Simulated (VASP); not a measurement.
PtCl:

```
Pt Cl
1.0
     0.00000    2.99423    2.99423
     2.99423    0.00000    2.99423
     2.99423    2.99423    0.00000
Pt Cl
1 1
Direct
  0.00000 0.00000 0.00000
  0.50000 0.50000 0.50000
```

- Program: VASP 6.6.1
- Task: relaxation of cell and atoms
- Functional: PBE
- Potentials or basis: VASP PAW PBE potentials, release 64 (Pt, Cl)
- Cutoff: 500 eV
- k mesh: 5 × 5 × 5
- Occupations: gaussian, width 0.2144 eV
- Spin: no spin polarisation

At the start: pressure -11.9 GPa; volume 26.84 Å³/atom.

Task: Where does the relaxation end?

Result: Over 6 steps the energy falls by 494.5 meV/atom and the volume is 18.16 Å³/atom (-32.4 %); space group Fm-3m (No. 225, to 0.05 Å).

The path:
| step | energy change (eV) | largest force (eV/Å) | pressure (GPa) | volume (Å³) |
| --- | --- | --- | --- | --- |
| 1 | 0.0000 | 0.0000 | -11.86 | 53.69 |
| 2 | -0.9178 | 0.0000 | -6.15 | 39.69 |
| 3 | -0.9888 | 0.0000 | -0.39 | 36.47 |
| 4 | -0.9889 | 0.0000 | 0.34 | 36.17 |
| 5 | -0.9890 | 0.0000 | -0.18 | 36.38 |
| 6 | -0.9890 | 0.0000 | 0.00 | 36.31 |

Final structure:
```yaml
crystal:
  lattice:
    - [0.00000, 2.62825, 2.62825]
    - [2.62825, 0.00000, 2.62825]
    - [2.62825, 2.62825, 0.00000]
  atoms:
    - { symbol: Pt, position: [0.00000, 0.00000, 0.00000] }
    - { symbol: Cl, position: [0.50000, 0.50000, 0.50000] }
```

Caveat: the k points lie up to 0.41 Å⁻¹ apart in the final cell; the volume moved by over 15 % at a fixed basis, so the end points are rough; an odd number of electrons without spin polarisation forces a metal; a magnetic or distorted state may lie lower.
